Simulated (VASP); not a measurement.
# GaN (P6_3mc) in VASP: further runs, part 3 of 3

VASP 6.6.1. The steps go on from the part before.

### 5 Relaxation of cell and atoms, LDA, target pressure 4 GPa, at which the enthalpy is minimised

This run uses another cell than the first one, of 11.05 Å³/atom.

INCAR

```
ALGO     = Normal         # electronic algorithm
EDIFF    = 1E-6           # SCF threshold, eV
EDIFFG   = -0.002         # ionic threshold
ENCUT    = 600            # plane-wave cutoff, eV
IBRION   = 2              # ionic algorithm
ISIF     = 3              # what is computed and relaxed
ISMEAR   = 0              # smearing method
LASPH    = True           # aspherical terms in the spheres
LCHARG   = False          # write CHGCAR
LREAL    = False          # projectors in reciprocal space
LWAVE    = False          # write WAVECAR
NELM     = 60             # most SCF steps
NSW      = 100            # ionic steps
PREC     = Accurate       # precision mode
PSTRESS  = 40.0         
SIGMA    = 0.01           # smearing width, eV
```

KPOINTS

```
k-points
0
Gamma
  8 8 4
```

POSCAR

```
GaN
1.0
    3.1518156805      0.0000000000      0.0000000000
   -1.5759078402      2.7295524473      0.0000000000
    0.0000000000      0.0000000000      5.1383988121
Ga N
2 2
Direct
    0.3333333333      0.6666666667     -0.0007048346
    0.6666666667      0.3333333333      0.4992951654
    0.3333333333      0.6666666667      0.3757048346
    0.6666666667      0.3333333333      0.8757048346
```

Potentials or basis: VASP PAW LDA potentials, release 64 (Ga_d, N).

Started as:

```console
cat potpaw_LDA.64/Ga_d/POTCAR potpaw_LDA.64/N/POTCAR > POTCAR
mpirun -np 1 vasp_std > vasp.out
```

OUTCAR:

```text
EDIFF = 1E-6
   EDIFFG = -0.002
   ENCUT = 600
   IBRION = 2
   ISIF = 3
   ISMEAR = 0
   LASPH = True
   LREAL = False
   NELM = 60
   NSW = 100
   PREC = Accurate
   PSTRESS = 40.0

 ion  position               nearest neighbor table
   1  0.333  0.667  0.999-   4 1.93   4 1.93   4 1.93   3 1.93
   2  0.667  0.333  0.499-   3 1.93   3 1.93   3 1.93   4 1.93
   3  0.333  0.667  0.376-   2 1.93   2 1.93   2 1.93   1 1.93
   4  0.667  0.333  0.876-   1 1.93   1 1.93   1 1.93   2 1.93

  LATTYP: Found a hexagonal cell.
 ALAT       =     3.1518156805
 C/A-ratio  =     1.6302980037

  Lattice vectors:

 A1 = (   3.1518156805,   0.0000000000,   0.0000000000)
 A2 = (  -1.5759078402,   2.7295524473,   0.0000000000)
 A3 = (   0.0000000000,   0.0000000000,   5.1383988121)

Analysis of symmetry for initial positions (statically):
=====================================================================
 Subroutine PRICEL returns:
 Original cell was already a primitive cell.

 Routine SETGRP: Setting up the symmetry group for a
 hexagonal supercell.

 Subroutine GETGRP returns: Found 12 space group operations
 (whereof  6 operations were pure point group operations)
 out of a pool of 24 trial point group operations.

The static configuration has the point symmetry C_3v.
 The point group associated with its full space group is C_6v.

Analysis of symmetry for dynamics (positions and initial velocities):
=====================================================================
 Subroutine PRICEL returns:
 Original cell was already a primitive cell.

 Routine SETGRP: Setting up the symmetry group for a
 hexagonal supercell.

 Subroutine GETGRP returns: Found 12 space group operations
 (whereof  6 operations were pure point group operations)
 out of a pool of 24 trial point group operations.

The dynamic configuration has the point symmetry C_3v.
 The point group associated with its full space group is C_6v.

 Subroutine INISYM returns: Found 12 space group operations
 (whereof  6 operations are pure point group operations),
 and found     1 'primitive' translations

----------------------------------------------------------------------------------------

                                     Primitive cell

  volume of cell :      44.2059

  direct lattice vectors                    reciprocal lattice vectors
     3.151815680  0.000000000  0.000000000     0.317277437  0.183180213  0.000000000
    -1.575907840  2.729552447  0.000000000     0.000000000  0.366360427  0.000000000
     0.000000000  0.000000000  5.138398812     0.000000000  0.000000000  0.194613154

  length of vectors
     3.151815680  3.151815680  5.138398812     0.366360427  0.366360427  0.194613154

  position of ions in fractional coordinates (direct lattice)
     0.333333333  0.666666667  0.999295165
     0.666666667  0.333333333  0.499295165
     0.333333333  0.666666667  0.375704835
     0.666666667  0.333333333  0.875704835

  ion indices of the primitive-cell ions
   primitive index   ion index
                 1           1
                 2           2
                 3           3
                 4           4

[... 24 lines left out ...]
 Found     30 irreducible k-points:

 Following reciprocal coordinates:
            Coordinates               Weight
  0.000000  0.000000  0.000000      1.000000
  0.125000  0.000000  0.000000      6.000000
  0.250000  0.000000  0.000000      6.000000
  0.375000  0.000000  0.000000      6.000000
  0.500000  0.000000  0.000000      3.000000
  0.125000  0.125000  0.000000      6.000000
[... 16 lines left out ...]
  0.250000  0.000000  0.500000      6.000000
  0.375000  0.000000  0.500000      6.000000
 [... further k-points ...]
   k-points           NKPTS =     30   k-points in BZ     NKDIM =     30   number of bands    NBANDS=     22
   number of dos      NEDOS =    301   number of ions     NIONS =      4
   total plane-waves  NPLWV =  32928
   dimension x,y,z NGX =    28 NGY =   28 NGZ =   42
   dimension x,y,z NGXF=    56 NGYF=   56 NGZF=   84
   ions per type =               2   2
   NGX,Y,Z   is equivalent  to a cutoff of  14.77, 14.77, 13.59 a.u.
   NGXF,Y,Z  is equivalent  to a cutoff of  29.54, 29.54, 27.18 a.u.
 SYSTEM =  unknown system
   PREC   = accura    normal or accurate (medium, high low for compatibility)
   ISTART =      0    job   : 0-new  1-cont  2-samecut
   ICHARG =      2    charge: 1-file 2-atom 10-const
   ISPIN  =      1    spin polarized calculation?
   LNONCOLLINEAR =      F non collinear calculations
   LSORBIT =      F    spin-orbit coupling
   LASPH  =      T    aspherical Exc in radial PAW
   ENCUT  =  600.0 eV  44.10 Ry    6.64 a.u.   6.29  6.29 10.26*2*pi/ulx,y,z
   NELM   =     60;   NELMIN=  2; NELMDL= -5     # of ELM steps
   EDIFF  = 0.1E-05   stopping-criterion for ELM
   LREAL  =      F    real-space projection
   EDIFFG = -.2E-02   stopping-criterion for IOM
   NSW    =    100    number of steps for IOM
   IBRION =      2    ionic relax: 0-MD 1-quasi-New 2-CG
   NFREE  =      1    steps in history (QN), initial steepest desc. (CG)
   ISIF   =      3    stress and relaxation
   ISYM   =      2    0-nonsym 1-usesym 2-fastsym
   POTIM  = 0.5000    time-step for ionic-motion
   TEBEG  =    0.0;   TEEND  =   0.0 temperature during run
   PSTRESS=   40.0 pullay stress
   NELECT =      36.0000    total number of electrons
   NUPDOWN=      -1.0000    fix difference up-down
   EMIN   =  10.00;   EMAX   =-10.00  energy-range for DOS
   EFERMI =   0.00;   METHOD = LEGACY
   ISMEAR =     0;   SIGMA  =   0.01  broadening in eV -4-tet -1-fermi 0-gaus
   EFERMI_NEDOS =   21; number of points for ismear=-14 and -15
   IALGO  =     38    algorithm
   IMIX   =      4    mixing-type and parameters
     AMIX     =   0.40;   BMIX     =  1.00
     AMIX_MAG =   1.60;   BMIX_MAG =  1.00
  volume/ion in A,a.u.               =      11.05        74.58
  Fermi-wavevector in a.u.,A,eV,Ry     =   1.528794  2.889002 31.799688  2.337211
  Thomas-Fermi vector in A             =   2.636504
   LORBIT       =      0    0 simple, 1 ext, 2 COOP (PROOUT), +10 PAW based schemes
   GGA     = CA    functional components
   LHFCALC =     F    Hartree Fock is set to
   AEXX    =    0.0000 exact exchange contribution
   IVDW    =     0    specifies the selected vdW correction
   LEPSILON=     F    determine dielectric tensor
   LRPA    =     F    only Hartree local field effects (RPA)
 conjugate gradient relaxation of ions
 non-spin polarized calculation
 Gauss-broadening in eV      SIGMA  =   0.01
  energy-cutoff  :      600.00
  volume of cell :       44.21
 maximum number of plane-waves:      1496
 NGX is ok and might be reduce to    28
   NGX = 13   NGY = 13   NGZ = 21

--------------------------------------- Ionic step        1  -------------------------------------------

 number of electron      35.9999987 magnetization

 Free energy of the ion-electron system (eV)
  ---------------------------------------------------
  ext. energy  EPLUGINS =         0.00000000
  ---------------------------------------------------
  free energy    TOTEN  =       -27.91000066 eV

  energy without entropy =      -27.91000066  energy(sigma->0) =      -27.91000066

------------------------ aborting loop because EDIFF is reached ----------------------------------------

  FORCE on cell =-STRESS in cart. coord.  units (eV):
  Direction    XX          YY          ZZ          XY          YZ          ZX
  --------------------------------------------------------------------------------------
  -------------------------------------------------------------------------------------
  Total        0.2814126      0.2814126      0.2730853      0.0000000      0.0000000      0.0000000
  in kB       10.1993851     10.1993851      9.8975764      0.0000000      0.0000000      0.0000000
  external PRESSURE =     -29.9012178 kB  Pullay stress =      40.0000000 kB
[... 147 lines left out ...]
--------------------------------------- Ionic step        5  -------------------------------------------

 number of electron      35.9999989 magnetization

 Free energy of the ion-electron system (eV)
  ---------------------------------------------------
  ext. energy  EPLUGINS =         0.00000000
  ---------------------------------------------------
  free energy    TOTEN  =       -27.90056884 eV

  energy without entropy =      -27.90056884  energy(sigma->0) =      -27.90056884

 E-fermi :   5.6579     XC(G=0): -12.3742

 val. band max:        5.6017355040   @ k =   0.0000   0.0000   0.0000
 cond. band min:       7.8408263149   @ k =   0.0000   0.0000   0.0000
 fundamental gap:      2.2390908109
 Fermi energy:         5.6578791396

 k-point     1 :       0.0000    0.0000    0.0000
  band No.  band energies     occupation
      1     -10.6684      2.00000
      2      -9.6381      2.00000
      3      -8.0036      2.00000
      4      -7.9855      2.00000
      5      -7.9855      2.00000
      6      -7.9154      2.00000
[... 589 lines left out ...]
     21      13.5783      0.00000
     22      13.5783      0.00000

 [... further k-points ...]
[... 5 lines left out ...]
  --------------------------------------------------------------------------------------
  -------------------------------------------------------------------------------------
  Total        1.0827382      1.0827382      1.0914464      0.0000000      0.0000000      0.0000000
  in kB       39.7937760     39.7937760     40.1138254      0.0000000      0.0000000      0.0000000
  external PRESSURE =      -0.0995409 kB  Pullay stress =      40.0000000 kB
[... 23 lines left out ...]
  energy  without entropy=      -27.9005688438  energy(sigma->0) =      -27.90056884

  enthalpy is  TOTEN    =       -26.8122195144 eV   P V=        1.0883493294

 reached required accuracy - stopping structural energy minimisation
```

Run time: 81 s. Hardware: 1 thread of Intel Xeon Platinum 8488C (Sapphire Rapids), shared host; peak memory 0.17 GiB.

What came out:

| Item | Value |
| --- | --- |
| Free energy | -27.9006 eV |
| Relaxed volume | 10.90 Å³/atom |
| Relaxed cell | a = 3.137 Å, b = 3.137 Å, c = 5.114 Å, α = 90.00°, β = 90.00°, γ = 120.00° |
| Space group after relaxing (to 0.1 Å) | P6_3mc (No. 186) |
| Energy change on relaxing (the run minimises the enthalpy) | +2.4 meV/atom |
| Ionic steps | 5 |
| Pressure after relaxing | 4.0 GPa |
| Band gap on the k mesh | 2.24 eV |

Step by step:
```tsv
step	energy change (eV)	largest force (eV/Å)	pressure (GPa)	volume (Å³)
1	0.0000	0.0016	1.01	44.21
2	0.0344	0.0053	7.57	42.90
3	0.0095	0.0034	4.02	43.59
4	0.0092	0.0033	3.74	43.60
5	0.0094	0.0006	3.99	43.59
```

Final structure:
```
Ga N
1.0
     3.13725    0.00000    0.00000
    -1.56863    2.71694    0.00000
     0.00000    0.00000    5.11434
Ga N
2 2
Direct
  0.33333 0.66667 0.99933
  0.66667 0.33333 0.49933
  0.33333 0.66667 0.37567
  0.66667 0.33333 0.87567
```

Caveat: the cell is relaxed towards a set pressure, so the run minimises the enthalpy, not the energy.

### 6 Summary

| task | cell | cutoff (eV) | gap on the mesh (eV) | pressure (GPa) |
| --- | --- | --- | --- | --- |
| single point | a = 3.132, b = 3.132, c = 5.106 Å, angles 90.0, 90.0, 120.0°, 4 atoms | 520 | 2.27 | 5.2 |
| relaxation of cell and atoms | relaxed to 1 GPa from a = 3.152, b = 3.152, c = 5.138 Å, angles 90.0, 90.0, 120.0°, 4 atoms | 600 | 2.15 | 1.0 |
| relaxation of cell and atoms | relaxed to 2 GPa from a = 3.152, b = 3.152, c = 5.138 Å, angles 90.0, 90.0, 120.0°, 4 atoms | 600 | 2.18 | 2.0 |
| relaxation of cell and atoms | relaxed to 4 GPa from a = 3.152, b = 3.152, c = 5.138 Å, angles 90.0, 90.0, 120.0°, 4 atoms | 600 | 2.24 | 4.0 |

Alike in all rows: level LDA; potentials or basis VASP PAW LDA potentials, release 64 (Ga_d, N); no spin polarisation; k mesh 8 × 8 × 4; smearing gaussian 0.01 eV.

Caveats: the cell is relaxed towards a set pressure, so the run minimises the enthalpy, not the energy (at least some runs); the cell stands under pressure (at least some runs); the relaxation stopped at its first step, so nothing moved (at least some runs).

Total energies depend on the potentials used, so only differences within one code and one set of settings carry meaning.
